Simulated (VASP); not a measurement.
A run of VASP 6.6.1 is set up as follows.

The input INCAR:

```
ALGO = Normal
EDIFF = 1E-6
ENCUT = 520
GGA = PS
ISIF = 2
ISMEAR = -1
LASPH = True
LCHARG = False
LREAL = False
LWAVE = False
NBANDS = 16
NELM = 80
PREC = Accurate
SIGMA = 0.08
```

File KPOINTS:

```
k-points
0
Gamma
  15 15 8
```

File POSCAR:

```
SiC
1.0
    3.0452382243      0.0000000000      0.0000000000
   -1.5226191122      2.6372536629      0.0000000000
    0.0000000000      0.0000000000      5.0480000000
Si C
2 2
Direct
    0.3333333333      0.6666666667      0.0000000000
    0.6666666667      0.3333333333      0.5000000000
    0.3333333333      0.6666666667      0.3850000000
    0.6666666667      0.3333333333      0.8850000000
```

Potentials or basis: VASP PAW PBE potentials, release 64 (Si, C).

Command:

```console
$ cat potpaw_PBE.64/Si/POTCAR potpaw_PBE.64/C/POTCAR > POTCAR
$ mpirun -np 1 vasp_std > vasp.out
```

(1) Estimate the largest force.

(2) Estimate the pressure.

(3) Estimate the band gap on the k mesh.

Answers

(1) 0.869 eV/Å.

(2) 5.6 GPa.

(3) 2.15 eV, indirect (least direct gap 4.11 eV).

Caveat: the cell differs from its parent crystal (equal xx and yy strain of -1 %); the PAW data sets were made with another functional, which shifts forces and pressure a little.
